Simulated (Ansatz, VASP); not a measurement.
**Two plane-wave programs on WC**

The input INCAR:

```
SYSTEM = WC
PREC = Accurate
ENCUT = 520
EDIFF = 1E-6
ISMEAR = 0
SIGMA = 0.15
LREAL = .FALSE.
LASPH = .TRUE.
NELM = 80
ALGO = Normal
ISIF = 2
LWAVE = .FALSE.
LCHARG = .FALSE.
GGA = PE
NBANDS = 16
```

File KPOINTS:

```
regular mesh
0
G
  24 24 24
  0 0 0
```

POSCAR

```
WC
1.0
    3.1473831006      0.0000000000      0.0000000000
   -1.5736915503      2.7257137206      0.0000000000
    0.0000000000      0.0000000000      2.4535356189
W C
1 1
Direct
    0.0000000000      0.0000000000      0.0000000000
    0.6666666667      0.3333333333      0.5000000000
```

Input for Ansatz:

```yaml
crystal:
  lattice:
    - [3.1473831006, 0.0, 0.0]
    - [-1.5736915503, 2.7257137206, 0.0]
    - [0.0, 0.0, 2.4535356189]
  atoms:
    - { symbol: W, position: [0.0, 0.0, 0.0] }
    - { symbol: C, position: [0.6666666667, 0.3333333333, 0.5] }
basis:
  ecutwfc: 420
kpoints:
  mp_grid: { grid: [24, 24, 24] }
hamiltonian:
  xc: pbe
scf:
  occupations: { method: gaussian, width: 0.15 }
output:
  forces: true
  stress: true
  eigenvalues: true
```

Alike in both runs: task single point; functional PBE; k mesh 24 × 24 × 24; occupations gaussian, width 0.15 eV; no spin polarisation.

```csv
,VASP,Ansatz
version,VASP 6.6.1,Ansatz 0.2.0
potentials or method,"VASP PAW PBE potentials, release 64 (W_sv, C), cutoff 520 eV","scalar-relativistic, plane waves, PAW"
valence electrons in the cell,18,18
```

|  | VASP | Ansatz | Ansatz less VASP |
| --- | --- | --- | --- |
| gap on the k mesh at the Fermi level (eV) | none | none | - |
| pressure (GPa) | 27.2 | 25.6 | -1.59 |
| traceless stress, the component that is largest in VASP (GPa) | 110.25 | 109.20 | -1.049 |

A gap of «none» marks a metal or a gap that the smearing closes. With one functional, cell and mesh, what is left measures potentials, basis and numerics.

Neither program's run includes spin-orbit coupling.
